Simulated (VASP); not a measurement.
# Cu (Cmmm) in VASP: single point with LDA

Aim: the single point of Cu with LDA.

All numbers are computed with VASP 6.6.1; they aren't measurements. Logs are shortened: lines on timing, memory, paths and dates and some standing lists are left out, and cuts for length are marked.

## (1) The cell of the first run

The structure is orthorhombic, space group Cmmm (No. 65). The conventional cell has a = 2.976 Å, b = 4.243 Å, c = 4.141 Å, α = 90.00°, β = 90.00°, γ = 90.00°. Within 3.4 Å of Cu (site symmetry mmm) lie 6 Cu at 2.59 to 2.98 Å.

## (2) Single point, LDA

The input, INCAR:

```
ALGO     = Normal         # electronic algorithm
EDIFF    = 1E-6           # SCF threshold, eV
ENCUT    = 600            # plane-wave cutoff, eV
GGA_COMPAT= False        
ISIF     = 2              # what is computed and relaxed
ISMEAR   = 1              # smearing method
LASPH    = True           # aspherical terms in the spheres
LCHARG   = False          # write CHGCAR
LREAL    = False          # projectors in reciprocal space
LWAVE    = False          # write WAVECAR
NBANDS   = 12             # bands
NELM     = 120            # most SCF steps
PREC     = Accurate       # precision mode
SIGMA    = 0.15           # smearing width, eV
```

The input, KPOINTS:

```
k-points
0
Gamma
  12 12 7
```

The input, POSCAR:

```
Cu
1.0
    1.4880390000     -2.1212790000      0.0000000000
    1.4880390000      2.1212790000      0.0000000000
    0.0000000000      0.0000000000      4.1407460000
Cu
1
Direct
    0.0000000000      0.0000000000      0.0000000000
```

Potentials or basis: VASP PAW LDA potentials, release 64 (Cu).

On the command line:

```sh
> cat potpaw_LDA.64/Cu/POTCAR > POTCAR
> mpirun -np 1 vasp_std > vasp.out
```

OUTCAR:

```text
EDIFF = 1E-6
   ENCUT = 600
   ISIF = 2
   ISMEAR = 1
   LASPH = True
   LREAL = False
   NELM = 120
   PREC = Accurate

 ion  position               nearest neighbor table
   1  0.000  0.000  0.000-

  LATTYP: Found a base centered orthorhombic cell.
 ALAT       =     2.9760780000
 B/A-ratio  =     1.4255533625
 C/A-ratio  =     1.3913432376

  Lattice vectors:

 A1 = (   1.4880390000,  -2.1212790000,   0.0000000000)
 A2 = (   1.4880390000,   2.1212790000,   0.0000000000)
 A3 = (   0.0000000000,   0.0000000000,   4.1407460000)

Analysis of symmetry for initial positions (statically):
=====================================================================
 Subroutine PRICEL returns:
 Original cell was already a primitive cell.

 Routine SETGRP: Setting up the symmetry group for a
 base centered orthorhombic supercell.

 Subroutine GETGRP returns: Found  8 space group operations
 (whereof  8 operations were pure point group operations)
 out of a pool of  8 trial point group operations.

The static configuration has the point symmetry D_2h.

Analysis of symmetry for dynamics (positions and initial velocities):
=====================================================================
 Subroutine PRICEL returns:
 Original cell was already a primitive cell.

 Routine SETGRP: Setting up the symmetry group for a
 base centered orthorhombic supercell.

 Subroutine GETGRP returns: Found  8 space group operations
 (whereof  8 operations were pure point group operations)
 out of a pool of  8 trial point group operations.

The dynamic configuration has the point symmetry D_2h.

 Subroutine INISYM returns: Found  8 space group operations
 (whereof  8 operations are pure point group operations),
 and found     1 'primitive' translations

----------------------------------------------------------------------------------------

                                     Primitive cell

  volume of cell :      26.1409

  direct lattice vectors                    reciprocal lattice vectors
     1.488039000 -2.121279000  0.000000000     0.336012699 -0.235706854  0.000000000
     1.488039000  2.121279000  0.000000000     0.336012699  0.235706854  0.000000000
     0.000000000  0.000000000  4.140746000     0.000000000  0.000000000  0.241502377

  length of vectors
     2.591155082  2.591155082  4.140746000     0.410441536  0.410441536  0.241502377

  position of ions in fractional coordinates (direct lattice)
     0.000000000  0.000000000  0.000000000

  ion indices of the primitive-cell ions
   primitive index   ion index
                 1           1

----------------------------------------------------------------------------------------

 KPOINTS: k-points

Automatic generation of k-mesh.
 Grid dimensions read from file:
 generate k-points for:   12   12    7

 Generating k-lattice:

  Cartesian coordinates                     Fractional coordinates (reciprocal lattice)
     0.028001058 -0.019642238  0.000000000     0.083333333 -0.000000000  0.000000000
     0.028001058  0.019642238  0.000000000    -0.000000000  0.083333333  0.000000000
     0.000000000  0.000000000  0.034500340     0.000000000  0.000000000  0.142857143

  Length of vectors
     0.034203461  0.034203461  0.034500340

  Shift w.r.t. Gamma in fractional coordinates (k-lattice)
     0.000000000  0.000000000  0.000000000

 Subroutine IBZKPT returns following result:
 ===========================================

 Found    172 irreducible k-points:

 Following reciprocal coordinates:
            Coordinates               Weight
  0.000000  0.000000  0.000000      1.000000
  0.083333 -0.000000  0.000000      4.000000
  0.166667 -0.000000  0.000000      4.000000
  0.250000 -0.000000  0.000000      4.000000
  0.333333 -0.000000  0.000000      4.000000
  0.416667 -0.000000  0.000000      4.000000
[... 16 lines left out ...]
  0.500000  0.166667  0.000000      4.000000
 -0.416667  0.166667  0.000000      4.000000
 [... further k-points ...]
   k-points           NKPTS =    172   k-points in BZ     NKDIM =    172   number of bands    NBANDS=     12
   number of dos      NEDOS =    301   number of ions     NIONS =      1
   total plane-waves  NPLWV =  20736
   dimension x,y,z NGX =    24 NGY =   24 NGZ =   36
   dimension x,y,z NGXF=    48 NGYF=   48 NGZF=   72
   ions per type =               1
   NGX,Y,Z   is equivalent  to a cutoff of  15.40, 15.40, 14.45 a.u.
   NGXF,Y,Z  is equivalent  to a cutoff of  30.80, 30.80, 28.91 a.u.
 SYSTEM =  unknown system
   PREC   = accura    normal or accurate (medium, high low for compatibility)
   ISTART =      0    job   : 0-new  1-cont  2-samecut
   ICHARG =      2    charge: 1-file 2-atom 10-const
   ISPIN  =      1    spin polarized calculation?
   LNONCOLLINEAR =      F non collinear calculations
   LSORBIT =      F    spin-orbit coupling
   LASPH  =      T    aspherical Exc in radial PAW
   ENCUT  =  600.0 eV  44.10 Ry    6.64 a.u.   5.18  5.18  8.27*2*pi/ulx,y,z
   NELM   =    120;   NELMIN=  2; NELMDL= -5     # of ELM steps
   EDIFF  = 0.1E-05   stopping-criterion for ELM
   LREAL  =      F    real-space projection
   EDIFFG = 0.1E-04   stopping-criterion for IOM
   NSW    =      0    number of steps for IOM
   IBRION =     -1    ionic relax: 0-MD 1-quasi-New 2-CG
   NFREE  =      0    steps in history (QN), initial steepest desc. (CG)
   ISIF   =      2    stress and relaxation
   ISYM   =      2    0-nonsym 1-usesym 2-fastsym
   POTIM  = 0.5000    time-step for ionic-motion
   TEBEG  =    0.0;   TEEND  =   0.0 temperature during run
   PSTRESS=    0.0 pullay stress
   NELECT =      11.0000    total number of electrons
   NUPDOWN=      -1.0000    fix difference up-down
   EMIN   =  10.00;   EMAX   =-10.00  energy-range for DOS
   EFERMI =   0.00;   METHOD = LEGACY
   ISMEAR =     1;   SIGMA  =   0.15  broadening in eV -4-tet -1-fermi 0-gaus
   EFERMI_NEDOS =   21; number of points for ismear=-14 and -15
   IALGO  =     38    algorithm
   IMIX   =      4    mixing-type and parameters
     AMIX     =   0.40;   BMIX     =  1.00
     AMIX_MAG =   1.60;   BMIX_MAG =  1.00
  volume/ion in A,a.u.               =      26.14       176.41
  Fermi-wavevector in a.u.,A,eV,Ry     =   1.226777  2.318272 20.476508  1.504981
  Thomas-Fermi vector in A             =   2.361765
   LORBIT       =      0    0 simple, 1 ext, 2 COOP (PROOUT), +10 PAW based schemes
   GGA     = CA    functional components
   LHFCALC =     F    Hartree Fock is set to
   AEXX    =    0.0000 exact exchange contribution
   IVDW    =     0    specifies the selected vdW correction
   LEPSILON=     F    determine dielectric tensor
   LRPA    =     F    only Hartree local field effects (RPA)
 non-spin polarized calculation
 Methfessel and Paxton  Order N= 1 SIGMA  =   0.15
  energy-cutoff  :      600.00
  volume of cell :       26.14
 maximum number of plane-waves:       886
 NGX is ok and might be reduce to    24
   NGX = 11   NGY = 11   NGZ = 17

 number of electron      10.9999999 magnetization

 Free energy of the ion-electron system (eV)
  ---------------------------------------------------
  ext. energy  EPLUGINS =         0.00000000
  ---------------------------------------------------
  free energy    TOTEN  =        -3.26993208 eV

  energy without entropy =       -3.26957840  energy(sigma->0) =       -3.26981419

 E-fermi :   0.4096     XC(G=0):  -8.6900

 val. band max:        0.3594494839   @ k =   0.4167  -0.0000   0.0000
 cond. band min:       0.4248767150   @ k =  -0.4167   0.1667   0.1429
 fundamental gap:      0.0654272311
 Fermi energy:         0.4096022345

 k-point     1 :       0.0000    0.0000    0.0000
  band No.  band energies     occupation
      1      -4.8225      2.00000
      2      -1.9527      2.00000
      3      -1.5799      2.00000
      4      -0.9262      2.00000
      5      -0.6750      2.00000
      6      -0.5820      2.00000
      7       4.3986      0.00000
      8       7.8411      0.00000
      9      20.1703      0.00000
     10      20.1726      0.00000
     11      22.7786      0.00000
     12      24.3716      0.00000

 k-point     2 :       0.0833   -0.0000    0.0000
  band No.  band energies     occupation
      1      -4.6356      2.00000
      2      -1.9338      2.00000
      3      -1.5400      2.00000
      4      -0.9268      2.00000
      5      -0.7445      2.00000
      6      -0.6078      2.00000
      7       4.6529      0.00000
      8       7.9714      0.00000
      9      17.6157      0.00000
     10      19.8719      0.00000
     11      23.9774      0.00000
     12      26.2881      0.00000

 k-point     3 :       0.1667   -0.0000    0.0000
  band No.  band energies     occupation
      1      -4.0938      2.00000
      2      -1.8828      2.00000
      3      -1.4254      2.00000
      4      -0.9566      2.00000
      5      -0.9107      2.00000
      6      -0.6286      2.00000
      7       5.3636      0.00000
      8       8.3651      0.00000
      9      14.1739      0.00000
     10      19.2851      0.00000
     11      22.9409      0.00000
     12      24.0993      0.00000
[... 286 lines left out ...]
 k-point    23 :       0.5000    0.1667    0.0000
  band No.  band energies     occupation
      1      -2.1123      2.00000
      2      -1.5525      2.00000
      3      -1.2665      2.00000
      4      -0.8900      2.00000
      5      -0.8479      2.00000
      6       1.9049     -0.00000
      7       4.8958      0.00000
      8      10.3791      0.00000
      9      12.3560      0.00000
     10      13.4903      0.00000
     11      14.7263      0.00000
     12      15.7088      0.00000

 k-point    24 :      -0.4167    0.1667    0.0000
  band No.  band energies     occupation
      1      -2.0453      2.00000
      2      -1.5779      2.00000
      3      -1.4915      2.00000
      4      -0.9697      2.00000
      5      -0.8105      2.00000
      6       0.3508      1.61012
      7       7.4155      0.00000
      8       8.9607      0.00000
      9      11.0780      0.00000
     10      14.4970      0.00000
     11      16.8297      0.00000
     12      17.9814      0.00000

 [... further k-points ...]
[... 5 lines left out ...]
  --------------------------------------------------------------------------------------
  -------------------------------------------------------------------------------------
  Total       -3.0142887     -2.4691144     -0.4186292      0.0000000      0.0000000      0.0000000
  in kB     -184.7458703   -151.3321139    -25.6578003      0.0000000      0.0000000      0.0000000
  external PRESSURE =    -120.5785948 kB  Pullay stress =       0.0000000 kB

 VOLUME and BASIS-vectors are now :
 -----------------------------------------------------------------------------
  energy-cutoff  :      600.00
  volume of cell :       26.14
      direct lattice vectors                 reciprocal lattice vectors
     1.488039000 -2.121279000  0.000000000     0.336012699 -0.235706854  0.000000000
     1.488039000  2.121279000  0.000000000     0.336012699  0.235706854  0.000000000
     0.000000000  0.000000000  4.140746000     0.000000000  0.000000000  0.241502377

 POSITION                                       TOTAL-FORCE (eV/Angst)
 -----------------------------------------------------------------------------------
      0.00000      0.00000      0.00000         0.000000      0.000000      0.000000
 -----------------------------------------------------------------------------------
    total drift:                                0.000000     -0.000000      0.000000

  FREE ENERGIE OF THE ION-ELECTRON SYSTEM (eV)
  ---------------------------------------------------
  free  energy   TOTEN  =        -3.2699320797 eV

  energy  without entropy=       -3.2695783979  energy(sigma->0) =       -3.26981419
```

Wall time 18 s (1 thread of Intel Xeon 6975P-C (Granite Rapids), shared host); peak memory 0.18 GiB.

What came out:

- Free energy: -3.2699 eV
- Pressure: -12.1 GPa

Stress tensor (GPa, compression positive):
```
-18.47   0.00   0.00
  0.00 -15.13   0.00
  0.00   0.00  -2.57
```
